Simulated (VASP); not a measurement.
# PrPb5 (P-6m2) in VASP: single point with PBE

Aim: the single point of PrPb5 with PBE.

Program: VASP 6.6.1. These are calculated values, not measurements. Logs are shortened: lines on timing, memory, paths and dates and some standing lists are left out, and cuts for length are marked.

## 1. The cell of the first run

The structure is hexagonal, space group P-6m2 (No. 187). The conventional cell has a = 6.742 Å, b = 6.742 Å, c = 8.014 Å, α = 90.00°, β = 90.00°, γ = 120.00°. Within 4.6 Å of Pr (site symmetry -6m2) lie 12 Pb at 3.37 to 4.57 Å. Pb (site symmetry mm2) has 6 Pb at 3.15 to 3.56 Å and 2 Pr at 3.37 Å within 4.1 Å. Within 4.1 Å of Pb (site symmetry 3m) lie 4 Pb at 3.15 to 3.24 Å.

The cell was built from a structure type or drawn by symmetry, and may not be a known phase.

## 2. Single point, PBE

Input file INCAR:

```
SYSTEM = PrPb5
PREC = Accurate
ENCUT = 500
EDIFF = 1E-6
ISMEAR = 0
SIGMA = 0.2
LREAL = .False.
LASPH = .True.
NELM = 200
ALGO = Normal
ISIF = 2
LWAVE = .False.
LCHARG = .True.
GGA = PE
LELF = .True.
LVHAR = .True.
NBANDS = 50
GGA_COMPAT = .False.
LMAXMIX = 6
```

Input file KPOINTS:

```
regular mesh
0
Gamma
  4 4 3
  0 0 0
```

Input file POSCAR:

```
PrPb5
1.0
    6.7419950551     -0.0000000036      0.0000000000
   -3.3709975245      5.8387389917      0.0000000000
    0.0000000000      0.0000000000      8.0138452690
Pr Pb
1 5
Direct
    0.0000000000      0.0000000000      0.0000000000
    0.5091428847      0.4908571153      0.0000000000
    0.5091428847      0.0182857694      0.0000000000
    0.9817142306      0.4908571153      0.0000000000
    0.3333333333      0.6666666667      0.2978675589
    0.3333333333      0.6666666667      0.7021324411
```

Potentials or basis: VASP PAW PBE potentials, release 64 (Pr_3, Pb_d), 4f in core.

Started as:

```
> cat potpaw_PBE.64/Pr_3/POTCAR potpaw_PBE.64/Pb_d/POTCAR > POTCAR
> mpirun -np 1 vasp_std > vasp.out
```

OUTCAR:

```text
SYSTEM = PrPb5
   PREC = Accurate
   ENCUT = 500
   EDIFF = 1E-6
   ISMEAR = 0
   LREAL = .False.
   LASPH = .True.
   NELM = 200
   ISIF = 2
   GGA = PE

 ion  position               nearest neighbor table
   1  0.000  0.000  0.000-   2 3.37   2 3.37   3 3.37   3 3.37   4 3.37   4 3.37
   2  0.509  0.491  0.000-   5 3.15   6 3.15   4 3.19   3 3.19   1 3.37   1 3.37   4 3.56   3 3.56

   3  0.509  0.018  0.000-   5 3.15   6 3.15   4 3.19   2 3.19   1 3.37   1 3.37   4 3.56   2 3.56

   4  0.982  0.491  0.000-   5 3.15   6 3.15   3 3.19   2 3.19   1 3.37   1 3.37   3 3.56   2 3.56

   5  0.333  0.667  0.298-   4 3.15   3 3.15   2 3.15   6 3.24
   6  0.333  0.667  0.702-   4 3.15   3 3.15   2 3.15   5 3.24

  LATTYP: Found a hexagonal cell.
 ALAT       =     6.7419950551
 C/A-ratio  =     1.1886459725

  Lattice vectors:

 A1 = (   6.7419950551,  -0.0000000036,   0.0000000000)
 A2 = (  -3.3709975245,   5.8387389917,   0.0000000000)
 A3 = (   0.0000000000,   0.0000000000,   8.0138452690)

Analysis of symmetry for initial positions (statically):
=====================================================================
 Subroutine PRICEL returns:
 Original cell was already a primitive cell.

 Routine SETGRP: Setting up the symmetry group for a
 hexagonal supercell.

 Subroutine GETGRP returns: Found 12 space group operations
 (whereof 12 operations were pure point group operations)
 out of a pool of 24 trial point group operations.

The static configuration has the point symmetry D_3h.

Analysis of symmetry for dynamics (positions and initial velocities):
=====================================================================
 Subroutine PRICEL returns:
 Original cell was already a primitive cell.

 Routine SETGRP: Setting up the symmetry group for a
 hexagonal supercell.

 Subroutine GETGRP returns: Found 12 space group operations
 (whereof 12 operations were pure point group operations)
 out of a pool of 24 trial point group operations.

The dynamic configuration has the point symmetry D_3h.

 Subroutine INISYM returns: Found 12 space group operations
 (whereof 12 operations are pure point group operations),
 and found     1 'primitive' translations

[... 77 lines left out ...]
   ISTART =      0    job   : 0-new  1-cont  2-samecut
   ICHARG =      2    charge: 1-file 2-atom 10-const
   ISPIN  =      1    spin polarized calculation?
   LNONCOLLINEAR =      F non collinear calculations
   LSORBIT =      F    spin-orbit coupling
   LASPH  =      T    aspherical Exc in radial PAW
   ENCUT  =  500.0 eV  36.75 Ry    6.06 a.u.  12.29 12.29 14.61*2*pi/ulx,y,z
   NELM   =    200;   NELMIN=  2; NELMDL= -5     # of ELM steps
   EDIFF  = 0.1E-05   stopping-criterion for ELM
   LREAL  =      F    real-space projection
[... 7 lines left out ...]
   TEBEG  =    0.0;   TEEND  =   0.0 temperature during run
   PSTRESS=    0.0 pullay stress
   NELECT =      81.0000    total number of electrons
   NUPDOWN=      -1.0000    fix difference up-down
   EMIN   =  10.00;   EMAX   =-10.00  energy-range for DOS
   EFERMI =   0.00;   METHOD = LEGACY
   ISMEAR =     0;   SIGMA  =   0.20  broadening in eV -4-tet -1-fermi 0-gaus
   EFERMI_NEDOS =   21; number of points for ismear=-14 and -15
   IALGO  =     38    algorithm
   IMIX   =      4    mixing-type and parameters
     AMIX     =   0.40;   BMIX     =  1.00
     AMIX_MAG =   1.60;   BMIX_MAG =  1.00
  volume/ion in A,a.u.               =      52.58       354.81
  Fermi-wavevector in a.u.,A,eV,Ry     =   1.040528  1.966312 14.731002  1.082698
  Thomas-Fermi vector in A             =   2.175108
   LORBIT       =      0    0 simple, 1 ext, 2 COOP (PROOUT), +10 PAW based schemes
   GGA     = PE    functional components
   LHFCALC =     F    Hartree Fock is set to
   AEXX    =    0.0000 exact exchange contribution
   IVDW    =     0    specifies the selected vdW correction
   LEPSILON=     F    determine dielectric tensor
   LRPA    =     F    only Hartree local field effects (RPA)
 non-spin polarized calculation
 Gauss-broadening in eV      SIGMA  =   0.20
  energy-cutoff  :      500.00
  volume of cell :      315.46
 maximum number of plane-waves:      8057
 NGX is ok and might be reduce to    50
   NGX = 25   NGY = 25   NGZ = 29

 number of electron      81.0000010 magnetization

 Free energy of the ion-electron system (eV)
  ---------------------------------------------------
  ext. energy  EPLUGINS =         0.00000000
  ---------------------------------------------------
  free energy    TOTEN  =       -21.38385785 eV

  energy without entropy =      -21.31293798  energy(sigma->0) =      -21.34839792

 E-fermi :   2.5664     XC(G=0):  -7.1132

 val. band max:        2.5356397496   @ k =   0.2500   0.2500   0.0000
 cond. band min:       2.5876323525   @ k =   0.5000   0.0000   0.0000
 fundamental gap:      0.0519926029
 Fermi energy:         2.5664424713

 k-point     1 :       0.0000    0.0000    0.0000
  band No.  band energies     occupation
      1     -35.0135      2.00000
      2     -17.1357      2.00000
      3     -16.8498      2.00000
      4     -16.8498      2.00000
      5     -14.6629      2.00000
      6     -14.5358      2.00000
[... 413 lines left out ...]
     49       5.5018      0.00000
     50       5.8239      0.00000

------------------------ aborting loop because EDIFF is reached ----------------------------------------

  FORCE on cell =-STRESS in cart. coord.  units (eV):
  Direction    XX          YY          ZZ          XY          YZ          ZX
  --------------------------------------------------------------------------------------
  -------------------------------------------------------------------------------------
  Total        0.6795089      0.6795089      0.4802557     -0.0000000     -0.0000000      0.0000000
  in kB        3.4510977      3.4510977      2.4391285     -0.0000000     -0.0000000      0.0000000
  external PRESSURE =       3.1137746 kB  Pullay stress =       0.0000000 kB

 VOLUME and BASIS-vectors are now :
 -----------------------------------------------------------------------------
  energy-cutoff  :      500.00
  volume of cell :      315.46
      direct lattice vectors                 reciprocal lattice vectors
     6.741995055 -0.000000004  0.000000000     0.148324048  0.085634929  0.000000000
    -3.370997524  5.838738992  0.000000000     0.000000000  0.171269858  0.000000000
     0.000000000  0.000000000  8.013845269     0.000000000  0.000000000  0.124784041

 POSITION                                       TOTAL-FORCE (eV/Angst)
 -----------------------------------------------------------------------------------
      0.00000      0.00000      0.00000         0.000000     -0.000000      0.000000
      1.77796      2.86599      0.00000        -0.006141      0.003546     -0.000000
      3.37100      0.10677      0.00000        -0.000000     -0.007091     -0.000000
      4.96403      2.86599      0.00000         0.006141      0.003546     -0.000000
      0.00000      3.89249      2.38706         0.000000     -0.000000     -0.043604
      0.00000      3.89249      5.62678         0.000000     -0.000000      0.043604
 -----------------------------------------------------------------------------------
    total drift:                                0.000000     -0.000000     -0.000000

  FREE ENERGIE OF THE ION-ELECTRON SYSTEM (eV)
  ---------------------------------------------------
  free  energy   TOTEN  =       -21.3838578490 eV

  energy  without entropy=      -21.3129379848  energy(sigma->0) =      -21.34839792
```

OSZICAR:

```text
N       E                     dE             d eps       ncg     rms          rms(c)
DAV:   1     0.955775395855E+03    0.95578E+03   -0.36448E+04   800   0.157E+03
DAV:   2     0.773083617053E+02   -0.87847E+03   -0.85828E+03   832   0.452E+02
DAV:   3    -0.160870256750E+02   -0.93395E+02   -0.90539E+02   954   0.192E+02
DAV:   4    -0.219288518289E+02   -0.58418E+01   -0.57840E+01  1136   0.511E+01
DAV:   5    -0.222748299588E+02   -0.34598E+00   -0.34526E+00  1344   0.887E+00    0.493E+00
DAV:   6    -0.215456858394E+02    0.72914E+00   -0.91069E-01  1136   0.118E+01    0.266E+00
DAV:   7    -0.213868655108E+02    0.15882E+00   -0.65788E-01   968   0.547E+00    0.842E-01
DAV:   8    -0.213757737811E+02    0.11092E-01   -0.90227E-02  1054   0.449E+00    0.298E-01
DAV:   9    -0.213769561188E+02   -0.11823E-02   -0.18890E-02  1104   0.107E+00    0.187E-01
DAV:  10    -0.213809026466E+02   -0.39465E-02   -0.44084E-03  1014   0.399E-01    0.623E-02
DAV:  11    -0.213828889255E+02   -0.19863E-02   -0.15828E-03  1056   0.230E-01    0.411E-02
DAV:  12    -0.213836960433E+02   -0.80712E-03   -0.10219E-03   926   0.150E-01    0.138E-02
DAV:  13    -0.213838289154E+02   -0.13287E-03   -0.19701E-04   932   0.111E-01    0.721E-03
DAV:  14    -0.213838501640E+02   -0.21249E-04   -0.31520E-05   950   0.356E-02    0.378E-03
DAV:  15    -0.213838556787E+02   -0.55146E-05   -0.10929E-05   784   0.314E-02    0.115E-03
DAV:  16    -0.213838573060E+02   -0.16273E-05   -0.23379E-06   612   0.692E-03    0.632E-04
DAV:  17    -0.213838578490E+02   -0.54307E-06   -0.60861E-07   592   0.417E-03
   1 F= -.21383858E+02 E0= -.21348398E+02  d E =-.709199E-01
```

stdout:

```text
POSCAR found type information on POSCAR PrPb
 POSCAR found :  2 types and       6 ions
 scaLAPACK will be used
 LDA part: xc-table for (Slater+PW92), standard interpolation
 POSCAR, INCAR and KPOINTS ok, starting setup
 FFT: planning ... GRIDC
 FFT: planning ... GRID_SOFT
 FFT: planning ... GRID
 WAVECAR not read
 entering main loop
```

Wall time 95 s (1 thread of Intel Xeon 6975P-C (Granite Rapids), shared host); peak memory 0.42 GiB.

Results:

```
Free energy            : -21.3839 eV
Pressure               : 0.3 GPa
Largest force          : 0.044 eV/Å
Band gap on the k mesh : zero (an odd number of electrons rules out a gap without spin polarisation)
```

Forces on the atoms (eV/Å):
```
Pr   0.000  0.000  0.000
Pb  -0.006  0.004  0.000
Pb   0.000 -0.007  0.000
Pb   0.006  0.004  0.000
Pb   0.000  0.000 -0.044
Pb   0.000  0.000  0.044
```

Caveat: spin-orbit coupling is left out, which moves the levels of the heavy elements; the 4f electrons are frozen in the core, so they carry no moment and show no levels. Spin polarisation is off, so any magnetic state and its effect on volume and gap are missing.
